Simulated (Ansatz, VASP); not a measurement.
Two plane-wave programs on Na

```
CELL_PARAMETERS angstrom
-3.19934 3.19934 1.72966
3.19934 -3.19934 1.72966
3.19934 3.19934 -1.72966
ATOMIC_POSITIONS crystal
Na 0.62500 0.87500 0.75000
Na 0.37500 0.12500 0.25000
```

Change from the starting cell: volume scaled by 0.92, norm-conserving files.

Alike in both runs: task single point; functional PBE; k mesh 12 × 12 × 12; occupations fermi-dirac, width 0.08 eV; no spin polarisation.

|  | VASP | Ansatz |
| --- | --- | --- |
| version | VASP 6.6.1 | Ansatz 0.2.0 |
| potentials or method | VASP PAW PBE potentials, release 64 (Na_pv) | scalar-relativistic |
| plane-wave cutoff (eV) | 520 | 1197 |
| valence electrons in the cell | 14 | 18 |

Ansatz gave:

| Quantity | Value |
| --- | --- |
| pressure (GPa) | 0.7 |

Q: What did VASP give for the same quantities?

A: Pressure (GPa): 0.6.

VASP's potentials hold 14 valence electrons a cell and Ansatz's 18, so a difference there can come from the potentials and not from the codes.
